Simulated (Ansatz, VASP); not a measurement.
## ZrB2: VASP beside Ansatz

The input INCAR:

```
  PREC = Accurate
  ENCUT = 520
  EDIFF = 1E-6
  ISMEAR = -1
  SIGMA = 0.05
  LREAL = F
  LASPH = T
  NELM = 60
  ALGO = Normal
  ISIF = 2
  LWAVE = F
  LCHARG = F
  GGA = CA
  NBANDS = 16
```

KPOINTS

```
Automatic mesh
0
Gamma
  12 12 9
```

The input POSCAR:

```
ZrB2
1.0
    3.2599498203      0.0000000000      0.0000000000
   -1.6299749102      2.8231993595      0.0000000000
    0.0000000000      0.0000000000      3.5200000000
Zr B
1 2
Direct
    0.0000000000      0.0000000000      0.0000000000
    0.3333333333      0.6666666667      0.5000000000
    0.6666666667      0.3333333333      0.5000000000
```

Input for Ansatz:

```yaml
crystal:
  lattice:
    - [3.2599498203, 0.0, 0.0]
    - [-1.6299749102, 2.8231993595, 0.0]
    - [0.0, 0.0, 3.52]
  atoms:
    - { symbol: Zr, position: [0.0, 0.0, 0.0] }
    - { symbol: B, position: [0.3333333333, 0.6666666667, 0.5] }
    - { symbol: B, position: [0.6666666667, 0.3333333333, 0.5] }
kpoints:
  mp_grid: { grid: [12, 12, 9] }
  band_path:
    path:
      - [0.0, 0.0, 0.0]
      - [0.5, 0.0, 0.0]
      - [0.3333333333, 0.3333333333, 0.0]
      - [0.0, 0.0, 0.0]
      - [0.0, 0.0, 0.5]
      - [0.5, 0.0, 0.5]
      - [0.3333333333, 0.3333333333, 0.5]
      - [0.0, 0.0, 0.5]
      - [0.5, 0.0, 0.5]
    npoints: 5
scf:
  occupations: { method: fermi_dirac, width: 0.05 }
hamiltonian:
  xc: lda
  pseudopotentials: { kind: all_electron, lapw: { basis_error: 0.001 } }
output:
  forces: true
  stress: true
  eigenvalues: true
```

Change from the starting cell: equal xx and yy strain of +3 %.

Alike in both runs: task single point; functional LDA; k mesh 12 × 12 × 9; occupations fermi-dirac, width 0.05 eV; no spin polarisation.

```csv
,VASP,Ansatz
version,VASP 6.6.1,Ansatz 0.2.0
potentials or method,"VASP PAW LDA potentials, release 64 (Zr_sv, B), cutoff 520 eV","all-electron LAPW, scalar-relativistic"
```

|  | VASP | Ansatz | Ansatz less VASP |
| --- | --- | --- | --- |
| pressure (GPa) | -19.4 | -19.8 | -0.38 |
| traceless stress, the component that is largest in VASP (GPa) | 7.49 | 7.51 | +0.013 |

LDA's correlation is that of Perdew and Zunger in VASP and of Perdew and Wang (1992) in Ansatz. Ansatz ran all-electron here, and VASP with PAW potentials.
